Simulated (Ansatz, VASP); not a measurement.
## Two plane-wave programs on ZrB2

```
Zr B
1.0
     3.17167    0.00000    0.00000
    -1.58583    2.74675    0.00000
     0.00000    0.00000    3.54089
Zr B
1 2
Cartesian
  0.0000 0.0000 0.0000
  0.0000 1.8312 1.7704
  1.5858 0.9156 1.7704
```

Alike in both runs: functional PBE; k mesh 18 × 18 × 14; no spin polarisation.

Ansatz relaxed the structure, and its values are those at the end. VASP's run is a single point on that final structure, the one shown.

|  | VASP | Ansatz |
| --- | --- | --- |
| version | VASP 6.6.1 | Ansatz 0.2.0 |
| potentials or method | VASP PAW PBE potentials, release 64 (Zr_sv, B), cutoff 520 eV | plane waves, PAW |
| occupations | methfessel-paxton of order 1, width 0.02 eV | cold, width 0.02 eV |
| valence electrons in the cell | 18 | 18 |

```tsv
	VASP	Ansatz	Ansatz less VASP
gap on the k mesh at the Fermi level (eV)	none	none	-
pressure (GPa)	0.1	0.0	-0.14
```

A gap of «none» marks a metal or a gap that the smearing closes.
